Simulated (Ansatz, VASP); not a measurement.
## Two plane-wave programs on H

```xyz
2
Lattice="5.4572 0.0000 0.0000 -2.7286 4.7261 0.0000 0.0000 0.0000 0.9831" Properties=species:S:1:pos:R:3 pbc="T T T"
H     0.0000    3.1507    0.2458
H     2.7286    1.5754    0.7373
```

Alike in both runs: task relaxation of cell and atoms; functional PBEsol; k mesh 6 × 6 × 22; occupations gaussian, width 0.02 eV; no spin polarisation.

```csv
,VASP,Ansatz
version,VASP 6.6.1,Ansatz 0.2.0
potentials or method,"VASP PAW PBE potentials, release 64 (H), cutoff 600 eV","scalar-relativistic, plane waves, PAW"
valence electrons in the cell,2,2
```

```tsv
	VASP	Ansatz	Ansatz less VASP
relaxed volume (Å³/atom)	12.75	13.07	+0.325
relaxed length of the cell vector where the two differ most in proportion (Å)	5.457	5.525	+0.0677
```

VASP's potentials were made for PBE, not for PBEsol.
